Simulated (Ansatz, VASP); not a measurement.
## One calculation of Cu3Pt, two programs

```
Cu Pt
1.0
     3.71000    0.00000    0.00000
     0.00000    3.71000    0.00000
     0.00000    0.00000    3.78420
Cu Pt
3 1
Cartesian
  0.0000 1.8550 1.8921
  1.8550 0.0000 1.8921
  1.8550 1.8550 0.0000
  0.0000 0.0000 0.0000
```

Change from the starting cell: zz strain of +2 %, PAW files.

Alike in both runs: task electric field gradients; functional LDA; k mesh 9 × 9 × 9; occupations fermi-dirac, width 0.05 eV; no spin polarisation.

|  | VASP | Ansatz |
| --- | --- | --- |
| version | VASP 6.6.1 | Ansatz 0.2.0 |
| potentials or method | VASP PAW LDA potentials, release 64 (Cu, Pt) | PAW with Ansatz's default frozen-core files, scalar-relativistic |
| plane-wave cutoff (eV) | 520 | 420 |
| valence electrons in the cell | 43 | 75 |

Ansatz gave:

| Quantity | Value |
| --- | --- |
| pressure (GPa) | -15.0 |
| traceless stress, the component that is largest in VASP (GPa) | -0.81 |
| size of Vzz on the site where it differs most (V/Å²) | 24.9 |

**Question.** Estimate VASP's values.

**Answer.** Pressure (GPa): -14.2; traceless stress, the component that is largest in VASP (GPa): -0.81; size of Vzz on the site where it differs most (V/Å²): 28.2.

LDA's correlation is that of Perdew and Zunger in VASP and of Perdew and Wang (1992) in Ansatz. VASP's potentials hold 43 valence electrons a cell and Ansatz's 75, so a difference there can come from the potentials and not from the codes.

Spin-orbit coupling is off throughout.
